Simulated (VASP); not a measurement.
# Al (Cmce) in VASP: relaxation of cell and atoms with PBE

Aim: the relaxation of cell and atoms of Al with PBE.

All numbers are computed with VASP 6.6.1; they aren't measurements. Logs are shortened: lines on timing, memory, paths and dates and some standing lists are left out, and cuts for length are marked.

## Step 1: The cell of the first run

Symmetry: Cmce, No. 64, orthorhombic system. Conventional cell: a = 4.548 Å, b = 7.699 Å, c = 4.564 Å, α = 90.00°, β = 90.00°, γ = 90.00°. Al (site symmetry m) has 7 Al at 2.52 to 2.80 Å within 3.3 Å.

## Step 2: Relaxation of cell and atoms, PBE

The input, INCAR:

```
SYSTEM = Al
PREC     = Accurate       ! precision mode
ENCUT    = 600            ! plane-wave cutoff, eV
EDIFF    = 1E-7           ! SCF threshold, eV
ISMEAR   = 0              ! smearing method
SIGMA    = 0.1            ! smearing width, eV
LREAL    = .False.        ! projectors in reciprocal space
LASPH    = .True.         ! aspherical terms in the spheres
NELM     = 80             ! most SCF steps
ALGO     = Fast           ! electronic algorithm
ISIF     = 3              ! what is computed and relaxed
LWAVE    = .False.        ! write WAVECAR
LCHARG   = .False.        ! write CHGCAR
GGA      = PE             ! functional
IBRION   = 2              ! ionic algorithm
NSW      = 80             ! ionic steps
EDIFFG   = -0.01          ! ionic threshold
```

The input, KPOINTS:

```
regular mesh
0
Gamma
  12 12 10
  0 0 0
```

The input, POSCAR:

```
Al
1.0
    2.2740600258     -3.8492825491      0.0000000000
    2.2740600258      3.8492825491      0.0000000000
    0.0000000000      0.0000000000      4.5642593671
Al
4
Direct
    0.6562923084      0.3437076916      0.4174800566
    0.8437076916      0.1562923084      0.9174800566
    0.3437076916      0.6562923084      0.5825199434
    0.1562923084      0.8437076916      0.0825199434
```

Potentials or basis: VASP PAW PBE potentials, release 64 (Al).

Started as:

```bash
cat potpaw_PBE.64/Al/POTCAR > POTCAR
mpirun -np 1 vasp_std > vasp.out
```

OUTCAR:

```text
SYSTEM = Al
   PREC = Accurate
   ENCUT = 600
   EDIFF = 1E-7
   ISMEAR = 0
   LREAL = .False.
   LASPH = .True.
   NELM = 80
   ISIF = 3
   GGA = PE
   IBRION = 2
   NSW = 80
   EDIFFG = -0.01

 ion  position               nearest neighbor table
   1  0.656  0.344  0.417-   3 2.52   2 2.70   2 2.70   4 2.74   4 2.74   3 2.80   3 2.80
   2  0.844  0.156  0.917-   4 2.52   1 2.70   1 2.70   3 2.74   3 2.74   4 2.80   4 2.80
   3  0.344  0.656  0.583-   1 2.52   4 2.70   4 2.70   2 2.74   2 2.74   1 2.80   1 2.80
   4  0.156  0.844  0.083-   2 2.52   3 2.70   3 2.70   1 2.74   1 2.74   2 2.80   2 2.80

  LATTYP: Found a base centered orthorhombic cell.
 ALAT       =     4.5481200516
 B/A-ratio  =     1.6926917080
 C/A-ratio  =     1.0035485685

  Lattice vectors:

 A1 = (   2.2740600258,  -3.8492825491,   0.0000000000)
 A2 = (   2.2740600258,   3.8492825491,   0.0000000000)
 A3 = (   0.0000000000,   0.0000000000,   4.5642593671)

Analysis of symmetry for initial positions (statically):
=====================================================================
 Subroutine PRICEL returns:
 Original cell was already a primitive cell.

 Routine SETGRP: Setting up the symmetry group for a
 base centered orthorhombic supercell.

 Subroutine GETGRP returns: Found  8 space group operations
 (whereof  4 operations were pure point group operations)
 out of a pool of  8 trial point group operations.

The static configuration has the point symmetry C_2h.
 The point group associated with its full space group is D_2h.

Analysis of symmetry for dynamics (positions and initial velocities):
=====================================================================
 Subroutine PRICEL returns:
 Original cell was already a primitive cell.

 Routine SETGRP: Setting up the symmetry group for a
 base centered orthorhombic supercell.

 Subroutine GETGRP returns: Found  8 space group operations
 (whereof  4 operations were pure point group operations)
 out of a pool of  8 trial point group operations.

The dynamic configuration has the point symmetry C_2h.
 The point group associated with its full space group is D_2h.

 Subroutine INISYM returns: Found  8 space group operations
 (whereof  4 operations are pure point group operations),
 and found     1 'primitive' translations

----------------------------------------------------------------------------------------

                                     Primitive cell

[... 125 lines left out ...]
 conjugate gradient relaxation of ions
 non-spin polarized calculation
 RMM-DIIS sequential band-by-band and
 Gauss-broadening in eV      SIGMA  =   0.10
  energy-cutoff  :      600.00
  volume of cell :       79.91
 maximum number of plane-waves:      2690
   NGX = 17   NGY = 17   NGZ = 19

--------------------------------------- Ionic step        1  -------------------------------------------

 number of electron      12.0000000 magnetization

 Free energy of the ion-electron system (eV)
  ---------------------------------------------------
  ext. energy  EPLUGINS =         0.00000000
  ---------------------------------------------------
  free energy    TOTEN  =       -14.18456538 eV

  energy without entropy =      -14.18071759  energy(sigma->0) =      -14.18264148

------------------------ aborting loop because EDIFF is reached ----------------------------------------

  FORCE on cell =-STRESS in cart. coord.  units (eV):
  Direction    XX          YY          ZZ          XY          YZ          ZX
  --------------------------------------------------------------------------------------
  -------------------------------------------------------------------------------------
  Total       -0.3838241      2.9656474      1.1429102      0.0000000     -0.0000000      0.0000000
  in kB       -7.6959243     59.4631719     22.9160984      0.0000000     -0.0000000      0.0000000
  external PRESSURE =      24.8944486 kB  Pullay stress =       0.0000000 kB
[... 95 lines left out ...]
  FREE ENERGIE OF THE ION-ELECTRON SYSTEM (eV)
  ---------------------------------------------------
  free  energy   TOTEN  =       -14.2384988124 eV

  energy  without entropy=      -14.2350861979  energy(sigma->0) =      -14.23679251

[... ionic steps 4 to 7 ...]

--------------------------------------- Ionic step        8  -------------------------------------------

 number of electron      12.0000000 magnetization

------------------------ aborting loop because EDIFF is reached ----------------------------------------
[... 71 lines left out ...]
--------------------------------------- Ionic step       10  -------------------------------------------

 number of electron      12.0000000 magnetization

 Free energy of the ion-electron system (eV)
  ---------------------------------------------------
  ext. energy  EPLUGINS =         0.00000000
  ---------------------------------------------------
  free energy    TOTEN  =       -14.26027149 eV

  energy without entropy =      -14.25717722  energy(sigma->0) =      -14.25872435

 E-fermi :   5.6441     XC(G=0):  -9.2587

 val. band max:        5.6429883058   @ k =  -0.1667   0.1667   0.2000
 cond. band min:       5.6647397818   @ k =   0.0833   0.0000   0.2000
 fundamental gap:      0.0217514760
 Fermi energy:         5.6440830332

 k-point     1 :       0.0000    0.0000    0.0000
  band No.  band energies     occupation
      1      -4.1432      2.00000
      2       2.3783      2.00000
      3       2.5842      2.00000
      4       3.8695      2.00000
      5       4.3552      2.00000
      6       5.0883      2.00000
      7       5.7334      0.20661
      8       6.2691      0.00000
      9       6.3633      0.00000
     10      10.1405      0.00000
[... 287 lines left out ...]
 k-point    24 :      -0.4167    0.1667    0.0000
  band No.  band energies     occupation
      1      -3.0296      2.00000
      2       0.2702      2.00000
      3       1.0830      2.00000
      4       3.6319      2.00000
      5       3.7492      2.00000
      6       5.2590      2.00000
      7       7.1268      0.00000
      8       7.3166      0.00000
      9       7.4611      0.00000
     10       8.0271      0.00000

 [... further k-points ...]

------------------------ aborting loop because EDIFF is reached ----------------------------------------

  FORCE on cell =-STRESS in cart. coord.  units (eV):
  Direction    XX          YY          ZZ          XY          YZ          ZX
  --------------------------------------------------------------------------------------
  -------------------------------------------------------------------------------------
  Total        0.0069802     -0.0040321     -0.0099261      0.0000000      0.0000000      0.0000000
  in kB        0.1363774     -0.0787769     -0.1939329      0.0000000      0.0000000      0.0000000
  external PRESSURE =      -0.0454441 kB  Pullay stress =       0.0000000 kB
[... 19 lines left out ...]
  FREE ENERGIE OF THE ION-ELECTRON SYSTEM (eV)
  ---------------------------------------------------
  free  energy   TOTEN  =       -14.2602714887 eV

  energy  without entropy=      -14.2571772166  energy(sigma->0) =      -14.25872435

 reached required accuracy - stopping structural energy minimisation
```

OSZICAR:

```text
N       E                     dE             d eps       ncg     rms          rms(c)
DAV:   1     0.109796556720E+02    0.10980E+02   -0.45881E+03  5160   0.105E+03
DAV:   2    -0.133988270067E+02   -0.24378E+02   -0.23352E+02  6730   0.993E+01
DAV:   3    -0.142305689562E+02   -0.83174E+00   -0.81619E+00  7020   0.176E+01
[... 97 lines left out ...]
RMM:   2    -0.142602812825E+02    0.28362E-04   -0.91588E-05  5160   0.741E-02    0.162E-02
RMM:   3    -0.142602715843E+02    0.96982E-05   -0.42606E-05  5162   0.415E-02    0.427E-03
RMM:   4    -0.142602714247E+02    0.15959E-06   -0.51706E-06  5169   0.209E-02    0.262E-03
RMM:   5    -0.142602714591E+02   -0.34405E-07   -0.13992E-06  5215   0.107E-02    0.292E-03
RMM:   6    -0.142602714887E+02   -0.29552E-07   -0.26004E-07  3904   0.480E-03
  10 F= -.14260271E+02 E0= -.14258724E+02  d E =-.192024E-03
```

CONTCAR:

```text
Al
   1.00000000000000
     2.2211550054388578   -4.0306903349886429    0.0000000000000000
     2.2211550054388578    4.0306903349886429   -0.0000000000000000
     0.0000000000000000    0.0000000000000000    4.5798347962525483
  Al
     4
Direct
     0.6557483928712815    0.3442516071287184    0.4313382137054059
     0.8442516071287185    0.1557483928712815    0.9313382137054059
     0.3442516071287184    0.6557483928712815    0.5686617862945941
     0.1557483928712815    0.8442516071287185    0.0686617862945941

  0.00000000E+00  0.00000000E+00  0.00000000E+00
  0.00000000E+00  0.00000000E+00  0.00000000E+00
  0.00000000E+00  0.00000000E+00  0.00000000E+00
  0.00000000E+00  0.00000000E+00  0.00000000E+00
```

It took 12 min on 1 thread of AMD EPYC 9R45 (Zen 5), shared host; peak memory 0.33 GiB.

Results:

```
Free energy                           : -14.2603 eV
Relaxed volume                        : 20.50 Å³/atom
Relaxed cell                          : a = 4.602 Å, b = 4.602 Å, c = 4.580 Å, α = 90.00°, β = 90.00°, γ = 122.29°
Space group after relaxing (to 0.1 Å) : Cmce (No. 64)
Energy gained by relaxing             : 18.9 meV/atom
Ionic steps                           : 10
Pressure after relaxing               : 0.0 GPa
Largest force after relaxing          : 0.004 eV/Å
Band gap on the k mesh                : zero (bands 6 and 7 overlap by 0.87 eV)
```

Forces on the atoms (eV/Å):
```
Al   0.000  0.004  0.001
Al   0.000 -0.004  0.001
Al   0.000 -0.004 -0.001
Al   0.000  0.004 -0.001
```

Step by step:
| step | energy change (eV) | largest force (eV/Å) | pressure (GPa) | volume (Å³) |
| --- | --- | --- | --- | --- |
| 1 | 0.0000 | 0.2016 | 2.49 | 79.91 |
| 2 | -0.0526 | 0.1786 | -0.64 | 83.52 |
| 3 | -0.0539 | 0.1455 | -0.25 | 82.99 |
| 4 | -0.0594 | 0.1267 | -0.16 | 82.79 |
| 5 | -0.0651 | 0.0992 | 0.10 | 82.27 |
| 6 | -0.0701 | 0.0786 | -0.03 | 82.31 |
| 7 | -0.0742 | 0.0840 | -0.29 | 82.39 |
| 8 | -0.0750 | 0.0407 | 0.33 | 81.53 |
| 9 | -0.0755 | 0.0158 | 0.08 | 81.86 |
| 10 | -0.0757 | 0.0042 | 0.00 | 82.00 |

Final structure:
```yaml
crystal:
  lattice:
    - [2.22116, -4.03069, 0.00000]
    - [2.22116, 4.03069, 0.00000]
    - [0.00000, 0.00000, 4.57983]
  atoms:
    - { symbol: Al, position: [0.65575, 0.34425, 0.43134] }
    - { symbol: Al, position: [0.84425, 0.15575, 0.93134] }
    - { symbol: Al, position: [0.34425, 0.65575, 0.56866] }
    - { symbol: Al, position: [0.15575, 0.84425, 0.06866] }
```
